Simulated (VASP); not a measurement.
Wanted: the native input for a VASP 6.6.1 run.

```yaml
Task: single point
Functional: r2SCAN
Potentials_or_basis: VASP PAW PBE potentials, release 64 (Ba_sv, S)
Cutoff: 520 eV
k_mesh: 6 × 6 × 6
Occupations: gaussian, width 0.05 eV
Spin: no spin polarisation
Dipole_correction: no
Further_INCAR_settings: ALGO = Normal; EDIFF = 1e-07; NBANDS = 15
```

BaS:

```
CELL_PARAMETERS angstrom
0.00000 3.19375 3.32150
3.19375 0.00000 3.32150
3.19375 3.19375 0.00000
ATOMIC_POSITIONS crystal
Ba 0.00000 0.00000 0.00000
S 0.50000 0.50000 0.50000
```

This cell differs from its parent crystal: strain +0.000 along x and y, +0.040 along z.

The input as run:

POSCAR

```
BaS
1.0
    0.0000000000      3.1937500000      3.3215000000
    3.1937500000      0.0000000000      3.3215000000
    3.1937500000      3.1937500000      0.0000000000
Ba S
1 1
Direct
    0.0000000000      0.0000000000      0.0000000000
    0.5000000000      0.5000000000      0.5000000000
```

INCAR.step1

```
PREC     = Accurate       # precision mode
ENCUT    = 520            # plane-wave cutoff, eV
ISMEAR   = 0              # smearing method
SIGMA    = 0.05           # smearing width, eV
LREAL    = F              # projectors in reciprocal space
LASPH    = T              # aspherical terms in the spheres
NELM     = 60             # most SCF steps
NBANDS   = 15             # bands
GGA      = PE             # functional
ALGO     = Normal         # electronic algorithm
EDIFF    = 1E-4           # SCF threshold, eV
LWAVE    = T              # write WAVECAR
LCHARG   = F              # write CHGCAR
```

INCAR.step2

```
PREC     = Accurate       # precision mode
ENCUT    = 520            # plane-wave cutoff, eV
EDIFF    = 1E-7           # SCF threshold, eV
ISMEAR   = 0              # smearing method
SIGMA    = 0.05           # smearing width, eV
LREAL    = F              # projectors in reciprocal space
LASPH    = T              # aspherical terms in the spheres
NELM     = 60             # most SCF steps
ALGO     = Normal         # electronic algorithm
ISIF     = 2              # what is computed and relaxed
LWAVE    = F              # write WAVECAR
LCHARG   = F              # write CHGCAR
METAGGA  = R2SCAN         # meta-GGA
LMIXTAU  = T            
NBANDS   = 15             # bands
ISTART   = 1
```

KPOINTS

```
regular mesh
0
Gamma
  6 6 6
```

Potentials or basis: VASP PAW PBE potentials, release 64 (Ba_sv, S).

Command:

```bash
$ cat potpaw_PBE.64/Ba_sv/POTCAR potpaw_PBE.64/S/POTCAR > POTCAR
$ cp INCAR.step1 INCAR
$ mpirun -np 1 vasp_std > vasp.out
$ cp INCAR.step2 INCAR
$ mpirun -np 1 vasp_std > vasp.out
```

Results of the run:

The pressure is -0.2 GPa and the band gap on the k mesh is 2.48 eV, indirect (least direct gap 2.63 eV).

Caveat: the cell differs from its parent crystal (strain +0.000 along x and y, +0.040 along z); the PAW data sets were made with another functional, which shifts forces and pressure a little; spin-orbit coupling is left out, which moves the levels of the heavy elements.

Wall time 2.1 min on 1 thread of Intel Xeon 6975P-C (shared host), peak memory 0.23 GiB.
